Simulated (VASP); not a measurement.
# ZnCu (P4/mmm) in VASP: further runs

Runs on ZnCu. Level: PBEsol. Tasks: single point.

Program: VASP 6.6.1. These are calculated values, not measurements. Logs are shortened: lines on timing, memory, paths and dates and some standing lists are left out, and cuts for length are marked.

## Step 1: The cell of the first run

It takes space group P4/mmm (No. 123, tetragonal). The conventional cell has a = 2.908 Å, b = 2.908 Å, c = 2.472 Å, α = 90.00°, β = 90.00°, γ = 90.00°. Zn (site symmetry 4/mmm) has 8 Cu at 2.40 Å and 6 Zn at 2.47 to 2.91 Å within 3.2 Å. Within 3.2 Å of Cu (site symmetry 4/mmm) lie 8 Zn at 2.40 Å and 6 Cu at 2.47 to 2.91 Å.

## Step 2: Single point, PBEsol (normal strain along x -0.1500, normal strain along y +0.0000)

The input, INCAR:

```
SYSTEM = ZnCu
PREC = Accurate
ENCUT = 520
EDIFF = 1E-7
ISMEAR = 0
SIGMA = 0.15
LREAL = .FALSE.
LASPH = .TRUE.
NELM = 100
ALGO = Fast
ISIF = 2
LWAVE = .FALSE.
LCHARG = .FALSE.
GGA = PS
NBANDS = 18
```

The input, KPOINTS:

```
Automatic mesh
0
G
  16 16 16
  0 0 0
```

The input, POSCAR:

```
ZnCu
1.0
    2.4715719748      0.0000000000      0.0000000000
    0.0000000000      2.9077317351      0.0000000000
    0.0000000000      0.0000000000      2.9077317351
Zn Cu
1 1
Direct
    0.5000000000      0.5000000000      0.5000000000
    0.0000000000      0.0000000000      0.0000000000
```

Potentials or basis: VASP PAW PBE potentials, release 64 (Zn, Cu).

On the command line:

```console
> cat potpaw_PBE.64/Zn/POTCAR potpaw_PBE.64/Cu/POTCAR > POTCAR
> mpirun -np 1 vasp_std > vasp.out
```

OUTCAR:

```text
SYSTEM = ZnCu
   PREC = Accurate
   ENCUT = 520
   EDIFF = 1E-7
   ISMEAR = 0
   LREAL = .FALSE.
   LASPH = .TRUE.
   NELM = 100
   ISIF = 2
   GGA = PS

 ion  position               nearest neighbor table
   1  0.500  0.500  0.500-   2 2.40   2 2.40   2 2.40   2 2.40   2 2.40   2 2.40   2 2.40   2 2.40

   2  0.000  0.000  0.000-   1 2.40   1 2.40   1 2.40   1 2.40   1 2.40   1 2.40   1 2.40   1 2.40

  LATTYP: Found a simple tetragonal cell.
 ALAT       =     2.9077317351
 C/A-ratio  =     0.8500000000

  Lattice vectors:

 A1 = (   0.0000000000,   2.9077317351,   0.0000000000)
 A2 = (   0.0000000000,   0.0000000000,   2.9077317351)
 A3 = (   2.4715719748,   0.0000000000,   0.0000000000)

Analysis of symmetry for initial positions (statically):
=====================================================================
 Subroutine PRICEL returns:
 Original cell was already a primitive cell.

 Routine SETGRP: Setting up the symmetry group for a
 simple tetragonal supercell.

 Subroutine GETGRP returns: Found 16 space group operations
 (whereof 16 operations were pure point group operations)
 out of a pool of 16 trial point group operations.

The static configuration has the point symmetry D_4h.

Analysis of symmetry for dynamics (positions and initial velocities):
=====================================================================
 Subroutine PRICEL returns:
 Original cell was already a primitive cell.

 Routine SETGRP: Setting up the symmetry group for a
 simple tetragonal supercell.

 Subroutine GETGRP returns: Found 16 space group operations
 (whereof 16 operations were pure point group operations)
 out of a pool of 16 trial point group operations.

The dynamic configuration has the point symmetry D_4h.

 Subroutine INISYM returns: Found 16 space group operations
 (whereof 16 operations are pure point group operations),
 and found     1 'primitive' translations

----------------------------------------------------------------------------------------

                                     Primitive cell

  volume of cell :      20.8969

  direct lattice vectors                    reciprocal lattice vectors
     2.471571975  0.000000000  0.000000000     0.404600801  0.000000000  0.000000000
     0.000000000  2.907731735  0.000000000     0.000000000  0.343910681  0.000000000
     0.000000000  0.000000000  2.907731735     0.000000000  0.000000000  0.343910681

  length of vectors
     2.471571975  2.907731735  2.907731735     0.404600801  0.343910681  0.343910681

  position of ions in fractional coordinates (direct lattice)
     0.500000000  0.500000000  0.500000000
     0.000000000  0.000000000  0.000000000

  ion indices of the primitive-cell ions
[... 73 lines left out ...]
   ENCUT  =  520.0 eV  38.22 Ry    6.18 a.u.   4.60  5.41  5.41*2*pi/ulx,y,z
   NELM   =    100;   NELMIN=  2; NELMDL= -5     # of ELM steps
   EDIFF  = 0.1E-06   stopping-criterion for ELM
   LREAL  =      F    real-space projection
   EDIFFG = 0.1E-05   stopping-criterion for IOM
   NSW    =      0    number of steps for IOM
   IBRION =     -1    ionic relax: 0-MD 1-quasi-New 2-CG
   NFREE  =      0    steps in history (QN), initial steepest desc. (CG)
   ISIF   =      2    stress and relaxation
   ISYM   =      2    0-nonsym 1-usesym 2-fastsym
   POTIM  = 0.5000    time-step for ionic-motion
   TEBEG  =    0.0;   TEEND  =   0.0 temperature during run
   PSTRESS=    0.0 pullay stress
   NELECT =      23.0000    total number of electrons
   NUPDOWN=      -1.0000    fix difference up-down
   EMIN   =  10.00;   EMAX   =-10.00  energy-range for DOS
   EFERMI =   0.00;   METHOD = LEGACY
   ISMEAR =     0;   SIGMA  =   0.15  broadening in eV -4-tet -1-fermi 0-gaus
   EFERMI_NEDOS =   21; number of points for ismear=-14 and -15
   IALGO  =     68    algorithm
   IMIX   =      4    mixing-type and parameters
     AMIX     =   0.40;   BMIX     =  1.00
     AMIX_MAG =   1.60;   BMIX_MAG =  1.00
  volume/ion in A,a.u.               =      10.45        70.51
  Fermi-wavevector in a.u.,A,eV,Ry     =   1.690273  3.194152 38.872145  2.857022
  Thomas-Fermi vector in A             =   2.772249
   LORBIT       =      0    0 simple, 1 ext, 2 COOP (PROOUT), +10 PAW based schemes
   GGA     = PS    functional components
   LHFCALC =     F    Hartree Fock is set to
   AEXX    =    0.0000 exact exchange contribution
   IVDW    =     0    specifies the selected vdW correction
   LEPSILON=     F    determine dielectric tensor
   LRPA    =     F    only Hartree local field effects (RPA)
 non-spin polarized calculation
 RMM-DIIS sequential band-by-band and
 Gauss-broadening in eV      SIGMA  =   0.15
  energy-cutoff  :      520.00
  volume of cell :       20.90
 maximum number of plane-waves:       580
   NGX =  9   NGY = 11   NGZ = 11

 number of electron      22.9999958 magnetization

 Free energy of the ion-electron system (eV)
  ---------------------------------------------------
  ext. energy  EPLUGINS =         0.00000000
  ---------------------------------------------------
  free energy    TOTEN  =        -5.67411152 eV

  energy without entropy =       -5.66888980  energy(sigma->0) =       -5.67150066

 E-fermi :   7.6265     XC(G=0): -13.7396

 val. band max:        7.6179719747   @ k =   0.3125   0.5000   0.3750
 cond. band min:       7.6394063888   @ k =   0.1250   0.3125   0.2500
 fundamental gap:      0.0214344141
 Fermi energy:         7.6265434586

 k-point     1 :       0.0000    0.0000    0.0000
  band No.  band energies     occupation
      1      -4.5746      2.00000
      2      -1.3433      2.00000
      3      -1.2056      2.00000
      4      -0.3396      2.00000
      5       0.0629      2.00000
      6       0.0629      2.00000
[... 481 lines left out ...]
      5      -0.2419      2.00000
      6      -0.1847      2.00000
[... 10 lines left out ...]
     17      23.2513      0.00000
     18      26.6673      0.00000

 [... further k-points ...]
[... 5 lines left out ...]
  --------------------------------------------------------------------------------------
  -------------------------------------------------------------------------------------
  Total        5.8970238      4.1025036      4.1025036     -0.0000000      0.0000000     -0.0000000
  in kB      452.1281300    314.5412575    314.5412575     -0.0000000      0.0000000     -0.0000000
  external PRESSURE =     360.4035483 kB  Pullay stress =       0.0000000 kB

 VOLUME and BASIS-vectors are now :
 -----------------------------------------------------------------------------
  energy-cutoff  :      520.00
  volume of cell :       20.90
      direct lattice vectors                 reciprocal lattice vectors
     2.471571975  0.000000000  0.000000000     0.404600801  0.000000000  0.000000000
     0.000000000  2.907731735  0.000000000     0.000000000  0.343910681  0.000000000
     0.000000000  0.000000000  2.907731735     0.000000000  0.000000000  0.343910681

 POSITION                                       TOTAL-FORCE (eV/Angst)
 -----------------------------------------------------------------------------------
      1.23579      1.45387      1.45387         0.000000      0.000000      0.000000
      0.00000      0.00000      0.00000         0.000000      0.000000      0.000000
 -----------------------------------------------------------------------------------
    total drift:                                0.000000     -0.000000      0.000000

  FREE ENERGIE OF THE ION-ELECTRON SYSTEM (eV)
  ---------------------------------------------------
  free  energy   TOTEN  =        -5.6741115235 eV

  energy  without entropy=       -5.6688898046  energy(sigma->0) =       -5.67150066
```

OSZICAR:

```text
N       E                     dE             d eps       ncg     rms          rms(c)
DAV:   1     0.112310879677E+03    0.11231E+03   -0.11262E+04 16108   0.224E+03
DAV:   2    -0.232434667560E+01   -0.11464E+03   -0.10995E+03 14626   0.309E+02
DAV:   3    -0.712649054094E+01   -0.48021E+01   -0.47547E+01 16286   0.771E+01
DAV:   4    -0.716268915190E+01   -0.36199E-01   -0.36185E-01 16670   0.621E+00
DAV:   5    -0.716313355264E+01   -0.44440E-03   -0.44439E-03 16282   0.699E-01    0.124E+01
RMM:   6    -0.657890755108E+01    0.58423E+00   -0.87626E+00 17030   0.486E+01    0.645E+00
RMM:   7    -0.571277804525E+01    0.86613E+00   -0.21401E+00 16771   0.228E+01    0.383E+00
RMM:   8    -0.568342549310E+01    0.29353E-01   -0.35161E-02 17346   0.261E+00    0.159E+00
RMM:   9    -0.567466622931E+01    0.87593E-02   -0.13935E-02 17314   0.182E+00    0.239E-01
RMM:  10    -0.567403758340E+01    0.62865E-03   -0.60386E-03 17941   0.977E-01    0.939E-02
RMM:  11    -0.567407829590E+01   -0.40713E-04   -0.12075E-03 18943   0.449E-01    0.334E-02
RMM:  12    -0.567415780151E+01   -0.79506E-04   -0.46386E-04 18397   0.244E-01    0.677E-02
RMM:  13    -0.567410531072E+01    0.52491E-04   -0.19890E-04 18473   0.219E-01    0.820E-03
RMM:  14    -0.567411090249E+01   -0.55918E-05   -0.53421E-05 19298   0.578E-02    0.318E-03
RMM:  15    -0.567411124562E+01   -0.34312E-06   -0.37452E-06 17436   0.244E-02    0.182E-03
RMM:  16    -0.567411167816E+01   -0.43254E-06   -0.20321E-06 16327   0.159E-02    0.427E-03
RMM:  17    -0.567411151121E+01    0.16695E-06   -0.67876E-07 15620   0.957E-03    0.142E-03
RMM:  18    -0.567411152347E+01   -0.12260E-07   -0.18230E-07 13298   0.414E-03
   1 F= -.56741115E+01 E0= -.56715007E+01  d E =-.522172E-02
```

It took 3.9 min on 1 thread of Intel Xeon 8259CL, shared host; peak memory 0.27 GiB.

What came out:

- Free energy: -5.6741 eV
- Pressure: 36.0 GPa
- Band gap on the k mesh: zero (an odd number of electrons rules out a gap without spin polarisation)

Stress tensor (GPa, compression positive):
```
45.21  0.00  0.00
 0.00 31.45  0.00
 0.00  0.00 31.45
```

Caveat: the cell differs from its parent crystal (normal strain along x -0.1500, normal strain along y +0.0000); the stress differs along the axes, from 31 to 45 GPa; the PAW data sets were made with another functional, which shifts forces and pressure a little.

[end of part 1 of 2]

The gap in the log of VASP goes by the Fermi energy; the results here count the filled bands.